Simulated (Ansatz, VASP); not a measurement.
**Two plane-wave programs on AlRu**

```
CELL_PARAMETERS angstrom
2.99160 0.00000 0.00000
0.00000 2.99160 0.00000
0.00000 0.00000 2.96168
ATOMIC_POSITIONS crystal
Al 0.00000 0.00000 0.00000
Ru 0.50000 0.50000 0.50000
```

Change from the starting cell: strain -0.0100 x Voigt [0, 0, 1, 0, 0, 0], atoms carried along.

Alike in both runs: task single point; functional PBEsol; k mesh 16 × 16 × 16; occupations gaussian, width 0.15 eV; no spin polarisation.

|  | VASP | Ansatz |
| --- | --- | --- |
| version | VASP 6.6.1 | Ansatz 0.2.0 |
| potentials or method | VASP PAW PBE potentials, release 64 (Al, Ru_pv), cutoff 520 eV | scalar-relativistic, plane waves, PAW |
| valence electrons in the cell | 17 | 19 |

|  | VASP | Ansatz | Ansatz less VASP |
| --- | --- | --- | --- |
| gap on the k mesh at the Fermi level (eV) | none | none | - |
| pressure (GPa) | -1.1 | -1.1 | -0.02 |
| traceless stress, the component that is largest in VASP (GPa) | 1.18 | 1.18 | -0.005 |

VASP's potentials were made for PBE, not for PBEsol. A gap of «none» marks a metal or a gap that the smearing closes. VASP's potentials hold 17 valence electrons a cell and Ansatz's 19, so a difference there can come from the potentials and not from the codes.
